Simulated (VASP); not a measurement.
A run of VASP 6.6.1:

Contents of INCAR:

```
SYSTEM = KBr
ALGO = Normal
EDIFF = 1E-6
EDIFFG = -0.005
ENCUT = 600
GGA = RP
IBRION = 2
ISIF = 3
ISMEAR = -1
LASPH = .TRUE.
LCHARG = .FALSE.
LREAL = .FALSE.
LWAVE = .FALSE.
NELM = 100
NSW = 80
PREC = Accurate
SIGMA = 0.05
```

The input KPOINTS:

```
k-points
0
G
  7 7 7
  0 0 0
```

The input POSCAR:

```
KBr
1.0
    0.0000000000      3.3000000000      3.3000000000
    3.3000000000      0.0000000000      3.3000000000
    3.3000000000      3.3000000000      0.0000000000
Br K
1 1
Direct
    0.5000000000      0.5000000000      0.5000000000
    0.0000000000      0.0000000000      0.0000000000
```

Potentials or basis: VASP PAW PBE potentials, release 64 (Br, K_sv).

Command:

```console
$ cat potpaw_PBE.64/Br/POTCAR potpaw_PBE.64/K_sv/POTCAR > POTCAR
$ mpirun -np 1 vasp_std > vasp.out
```

Hardware: 1 thread of Intel Xeon 6975P-C (shared host).

Estimate the wall time of this run.

It took 93 s on 1 thread of Intel Xeon 6975P-C, with other jobs on the host, peak memory 0.26 GiB. Counts: scf iterations 36, k points 20, ion steps 4.
